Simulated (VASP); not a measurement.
A run of VASP 6.6.1 is set up as follows.

File INCAR:

```
PREC = Accurate ; ENCUT = 520
EDIFF = 1E-7 ; ISMEAR = 0
SIGMA = 0.1 ; LREAL = False
LASPH = True ; NELM = 100
ALGO = Normal ; ISIF = 2
LWAVE = False ; LCHARG = False
GGA = PE ; NBANDS = 56
```

Contents of KPOINTS:

```
regular mesh
0
Gamma
  2 6 2
```

The input POSCAR:

```
In5Sb2As3
1.0
    8.1865702400      0.0000000000      0.0000000000
    0.0000000000      3.0979619000      0.0000000000
   -2.4395327000      0.0000000000     10.2256677800
In Sb As
5 2 3
Direct
    0.8000000000      0.0000000000      0.7000000000
    0.6000000000      0.0000000000      0.9000000000
    0.4000000000      0.0000000000      0.1000000000
    0.2000000000      0.0000000000      0.3000000000
    0.0000000000      0.0000000000      0.5000000000
    0.3000000000      0.2500000000      0.7000000000
    0.7000000000      0.2500000000      0.3000000000
    0.5000000000      0.2500000000      0.5000000000
    0.1000000000      0.2500000000      0.9000000000
    0.9000000000      0.2500000000      0.1000000000
```

Potentials or basis: VASP PAW PBE potentials, release 64 (In_d, Sb, As).

Command:

```sh
$ cat potpaw_PBE.64/In_d/POTCAR potpaw_PBE.64/Sb/POTCAR potpaw_PBE.64/As/POTCAR > POTCAR
$ mpirun -np 1 vasp_std > vasp.out
```

Q: Predict the largest force.

A: 0.656 eV/Å.

Q: Predict the pressure.

A: 1.2 GPa.

Stress tensor (GPa, compression positive):
```
 2.17  0.00  2.23
 0.00 -1.61  0.00
 2.23  0.00  3.00
```

Caveat: the k points lie up to 0.39 Å⁻¹ apart, too coarse for converged energies and pressures of a metal.
